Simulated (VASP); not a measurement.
# Pb8N in VASP: further runs, part 2 of 2

VASP 6.6.1. The steps go on from the part before.

### 3 Relaxation of the atoms, PBE

INCAR

```
SYSTEM = Pb8N
PREC     = Accurate       ! precision mode
ENCUT    = 520            ! plane-wave cutoff, eV
EDIFF    = 1E-7           ! SCF threshold, eV
ISMEAR   = 0              ! smearing method
SIGMA    = 0.1            ! smearing width, eV
LREAL    = .False.        ! projectors in reciprocal space
LASPH    = .True.         ! aspherical terms in the spheres
NELM     = 120            ! most SCF steps
ALGO     = Normal         ! electronic algorithm
ISIF     = 2              ! what is computed and relaxed
LWAVE    = .False.        ! write WAVECAR
LCHARG   = .False.        ! write CHGCAR
LDIPOL   = .True.       
IDIPOL   = 3            
DIPOL    = 0.5 0.5 0.304
GGA      = PE             ! functional
IBRION   = 2              ! ionic algorithm
NSW      = 36             ! ionic steps
EDIFFG   = -0.025         ! ionic threshold
GGA_COMPAT= .False.      
NELMIN   = 4            
NELMDL   = -8           
KPAR     = 4
```

KPOINTS

```
Automatic mesh
0
Gamma
  6 6 1
  0 0 0
```

POSCAR

```
Pb8N
1.0
    7.1295023335      0.0000000000      0.0000000000
   -3.5647511668      6.1743301372      0.0000000000
    0.0000000000      0.0000000000     18.1234889141
Pb N
8 1
Selective dynamics
Direct
    0.3333333333      0.1666666667      0.2207080557  F F F
    0.3333333333      0.6666666667      0.2207080557  F F F
    0.8333333333      0.1666666667      0.2207080557  F F F
    0.8333333333      0.6666666667      0.2207080557  F F F
    0.1666666667      0.3333333333      0.3654643400  F F F
    0.1666666667      0.8333333333      0.3654643400  F F F
    0.6666666667      0.3333333333      0.3654643400  F F F
    0.6666666667      0.8333333333      0.3654643400  F F F
    0.5000000000      0.5000000000      0.3938172003  F F T
```

Potentials or basis: VASP PAW PBE potentials, release 64 (Pb_d, N).

Run with:

```bash
> cat potpaw_PBE.64/Pb_d/POTCAR potpaw_PBE.64/N/POTCAR > POTCAR
> mpirun -np 4 vasp_std > vasp.out
```

OUTCAR:

```text
SYSTEM = Pb8N
   PREC = Accurate
   ENCUT = 520
   EDIFF = 1E-7
   ISMEAR = 0
   LREAL = .False.
   LASPH = .True.
   NELM = 120
   ISIF = 2
   GGA = PE
   IBRION = 2
   NSW = 36
   EDIFFG = -0.025
   NELMIN = 4
   NELMDL = -8

 ion  position               nearest neighbor table
   1  0.333  0.167  0.221-   5 3.33   7 3.33   6 3.33   3 3.56   3 3.56   4 3.56   4 3.56   2 3.56
                             2 3.56
   2  0.333  0.667  0.221-   6 3.33   8 3.33   5 3.33   4 3.56   4 3.56   3 3.56   3 3.56   1 3.56
                             1 3.56
   3  0.833  0.167  0.221-   7 3.33   5 3.33   8 3.33   1 3.56   1 3.56   2 3.56   2 3.56   4 3.56
                             4 3.56
   4  0.833  0.667  0.221-   8 3.33   6 3.33   7 3.33   2 3.56   2 3.56   1 3.56   1 3.56   3 3.56
[... 440 lines left out ...]

 E-fermi :  -0.6255     XC(G=0):  -3.9564

 val. band max:       -0.6483426876   @ k =   0.3333   0.3333   0.0000
 cond. band min:      -0.3975090186   @ k =   0.3333   0.3333   0.0000
 fundamental gap:      0.2508336690
 Fermi energy:        -0.6255494587

 k-point     1 :       0.0000    0.0000    0.0000
  band No.  band energies     occupation
      1     -17.9683      2.00000
      2     -17.9043      2.00000
      3     -17.9043      2.00000
      4     -17.8360      2.00000
      5     -17.8360      2.00000
      6     -17.7781      2.00000
[... 500 lines left out ...]
     69       2.3943      0.00000
     70       2.4402      0.00000

------------------------ aborting loop because EDIFF is reached ----------------------------------------

 vacuum level on the upper side and lower side of the slab       (xc-potential included)         0.250        -0.276

  FORCE on cell =-STRESS in cart. coord.  units (eV):
  Direction    XX          YY          ZZ          XY          YZ          ZX
  --------------------------------------------------------------------------------------
  -------------------------------------------------------------------------------------
  Total       -0.9765968     -0.9765968      4.8756860      0.0000000      0.0000000      0.0000000
  in kB       -1.9612593     -1.9612593      9.7916402      0.0000000      0.0000000      0.0000000
  external PRESSURE =       1.9563739 kB  Pullay stress =       0.0000000 kB
[... 24 lines left out ...]
  FREE ENERGIE OF THE ION-ELECTRON SYSTEM (eV)
  ---------------------------------------------------
  free  energy   TOTEN  =       -33.2958324594 eV

  energy  without entropy=      -33.2832031083  energy(sigma->0) =      -33.28951778

 reached required accuracy - stopping structural energy minimisation

 vacuum level on the upper side and lower side of the slab         3.777         3.213
```

OSZICAR:

```text
N       E                     dE             d eps       ncg     rms          rms(c)
DAV:   1     0.132148222571E+04    0.13215E+04   -0.51195E+04  1028   0.145E+03
DAV:   2     0.113930454050E+03   -0.12076E+04   -0.11887E+04  1056   0.426E+02
DAV:   3    -0.276892476697E+02   -0.14162E+03   -0.13988E+03  1208   0.193E+02
DAV:   4    -0.368497263975E+02   -0.91605E+01   -0.91029E+01  1152   0.569E+01
[... 133 lines left out ...]
DAV:  13    -0.332958319561E+02   -0.10407E-05   -0.11646E-07   720   0.699E-04    0.977E-05
DAV:  14    -0.332958321800E+02   -0.22397E-06   -0.13960E-08   694   0.488E-04    0.908E-05
DAV:  15    -0.332958323109E+02   -0.13089E-06   -0.60792E-09   652   0.431E-04    0.400E-05
DAV:  16    -0.332958324177E+02   -0.10673E-06   -0.99169E-09   668   0.274E-04    0.404E-05
DAV:  17    -0.332958324594E+02   -0.41717E-07   -0.90678E-10   624   0.426E-04
   6 F= -.33295832E+02 E0= -.33289518E+02  d E =-.273138E+00
```

CONTCAR:

```text
Pb8N
   1.00000000000000
     7.1295023334999996    0.0000000000000000    0.0000000000000000
    -3.5647511667999998    6.1743301372000001    0.0000000000000000
     0.0000000000000000    0.0000000000000000   18.1234889141000011
  Pb              N
     8     1
Selective dynamics
Direct
     0.3333333332999970    0.1666666667000030    0.2207080557000012   F   F   F
     0.3333333332999970    0.6666666667000030    0.2207080557000012   F   F   F
     0.8333333332999970    0.1666666667000030    0.2207080557000012   F   F   F
     0.8333333332999970    0.6666666667000030    0.2207080557000012   F   F   F
     0.1666666667000030    0.3333333332999970    0.3654643400000026   F   F   F
     0.1666666667000030    0.8333333332999970    0.3654643400000026   F   F   F
     0.6666666667000030    0.3333333332999970    0.3654643400000026   F   F   F
     0.6666666667000030    0.8333333332999970    0.3654643400000026   F   F   F
     0.5000000000000000    0.5000000000000000    0.4167929556538791   F   F   T

  0.00000000E+00  0.00000000E+00  0.00000000E+00
  0.00000000E+00  0.00000000E+00  0.00000000E+00
  0.00000000E+00  0.00000000E+00  0.00000000E+00
  0.00000000E+00  0.00000000E+00  0.00000000E+00
  0.00000000E+00  0.00000000E+00  0.00000000E+00
  0.00000000E+00  0.00000000E+00  0.00000000E+00
  0.00000000E+00  0.00000000E+00  0.00000000E+00
  0.00000000E+00  0.00000000E+00  0.00000000E+00
  0.00000000E+00  0.00000000E+00  0.00000000E+00
```

Run time: 21 min. Hardware: 4 MPI ranks of Intel Xeon 6975P-C (Granite Rapids), shared host; peak memory 1.1 GiB.

What came out:

- Free energy: -33.2958 eV
- Energy gained by relaxing: 30.3 meV/atom
- Ionic steps: 6
- Band gap on the k mesh: zero (an odd number of electrons rules out a gap without spin polarisation)

The path:
```tsv
step	energy change (eV)	largest force on free atoms (eV/Å)	pressure (GPa)
1	0.0000	1.1007	0.84
2	-0.0569	1.0378	0.76
3	-0.1977	0.6962	0.51
4	-0.2464	0.4796	0.03
5	-0.2726	0.0642	0.22
6	-0.2731	0.0042	0.20
```

Final structure:
```
Pb N
1.0
     7.12950    0.00000    0.00000
    -3.56475    6.17433    0.00000
     0.00000    0.00000   18.12349
Pb N
8 1
Direct
  0.33333 0.16667 0.22071
  0.33333 0.66667 0.22071
  0.83333 0.16667 0.22071
  0.83333 0.66667 0.22071
  0.16667 0.33333 0.36546
  0.16667 0.83333 0.36546
  0.66667 0.33333 0.36546
  0.66667 0.83333 0.36546
  0.50000 0.50000 0.41679
```

Levels at points of the mesh, in eV from the Fermi level:
```
           k point  band 55  band 56  band 57  band 58  band 59  band 60  band 61  band 62
(0.00, 0.00, 0.00)    -2.17    -1.41    -0.93    -0.93     0.48     1.65     1.77     1.77
(0.50, 0.00, 0.00)    -1.13    -0.75    -0.53    -0.17    -0.11    -0.09     0.37     0.88
```

Caveat: spin-orbit coupling is left out, which moves the levels of the heavy elements.

### 4 Relaxation of the atoms, PBE

INCAR

```
ALGO     = Normal         # electronic algorithm
DIPOL    = 0.5 0.5 0.304
EDIFF    = 1E-7           # SCF threshold, eV
EDIFFG   = -0.025         # ionic threshold
ENCUT    = 520            # plane-wave cutoff, eV
GGA      = PE             # functional
GGA_COMPAT= False        
IBRION   = 2              # ionic algorithm
IDIPOL   = 3            
ISIF     = 2              # what is computed and relaxed
ISMEAR   = 0              # smearing method
KPAR     = 4            
LASPH    = True           # aspherical terms in the spheres
LCHARG   = False          # write CHGCAR
LDIPOL   = True         
LREAL    = False          # projectors in reciprocal space
LWAVE    = False          # write WAVECAR
NELM     = 120            # most SCF steps
NELMDL   = -8           
NELMIN   = 4            
NSW      = 36             # ionic steps
PREC     = Accurate       # precision mode
SIGMA    = 0.1            # smearing width, eV
```

KPOINTS

```
k-points
0
Gamma
  6 6 1
```

Changes to POSCAR since step 3:

```diff
@@ -17,2 +17,2 @@
     0.6666666667      0.8333333333      0.3654643400  F F F
-    0.5000000000      0.5000000000      0.3938172003  F F T
+    0.3333333333      0.6666666667      0.3938172003  F F T
```

Run with:

```bash
> cat potpaw_PBE.64/Pb_d/POTCAR potpaw_PBE.64/N/POTCAR > POTCAR
> mpirun -np 4 vasp_std > vasp.out
```

Run time: 32 min. Hardware: 4 MPI ranks of Intel Xeon Platinum 8488C (Sapphire Rapids), shared host; peak memory 1.1 GiB.

The run converged. Its results:

* Free energy: -33.2272 eV
* Energy gained by relaxing: 8.3 meV/atom
* Ionic steps: 7
* Band gap on the k mesh: zero (an odd number of electrons rules out a gap without spin polarisation)

Step by step:
| step | energy change (eV) | largest force on free atoms (eV/Å) | pressure (GPa) |
| --- | --- | --- | --- |
| 1 | 0.0000 | 0.3547 | 1.02 |
| 2 | -0.0061 | 0.3608 | 0.99 |
| 3 | -0.0247 | 0.3581 | 0.91 |
| 4 | -0.0574 | 0.2602 | 0.73 |
| 5 | -0.0660 | 0.2319 | 0.37 |
| 6 | -0.0747 | 0.0419 | 0.54 |
| 7 | -0.0751 | 0.0043 | 0.51 |

Final structure:
```
Pb N
1.0
     7.12950    0.00000    0.00000
    -3.56475    6.17433    0.00000
     0.00000    0.00000   18.12349
Pb N
8 1
Direct
  0.33333 0.16667 0.22071
  0.33333 0.66667 0.22071
  0.83333 0.16667 0.22071
  0.83333 0.66667 0.22071
  0.16667 0.33333 0.36546
  0.16667 0.83333 0.36546
  0.66667 0.33333 0.36546
  0.66667 0.83333 0.36546
  0.33333 0.66667 0.41007
```

Levels at points of the mesh, in eV from the Fermi level:
| k point | band 56 | band 57 | band 58 | band 59 | band 60 | band 61 |
| --- | --- | --- | --- | --- | --- | --- |
| (0.00, 0.00, 0.00) | -1.64 | -0.61 | -0.61 | 0.34 | 1.25 | 1.25 |
| (0.50, 0.00, 0.00) | -1.23 | -0.76 | -0.34 | -0.04 | 0.16 | 0.62 |

Caveat: spin-orbit coupling is left out, which moves the levels of the heavy elements.

### 5 Summary

```tsv
cell	gap on the mesh (eV)
atoms relaxed, atomic positions A	none
atoms relaxed, atomic positions B	none
atoms relaxed, atomic positions C	none
```

Alike in all rows: task relaxation of the atoms; level PBE; potentials or basis VASP PAW PBE potentials, release 64 (Pb_d, N); no spin polarisation; k mesh 6 × 6 × 1; cutoff (eV) 520; smearing gaussian 0.1 eV.

Caveats: spin-orbit coupling is left out, which moves the levels of the heavy elements.

Total energies depend on the potentials used, so only differences within one code and one set of settings carry meaning.
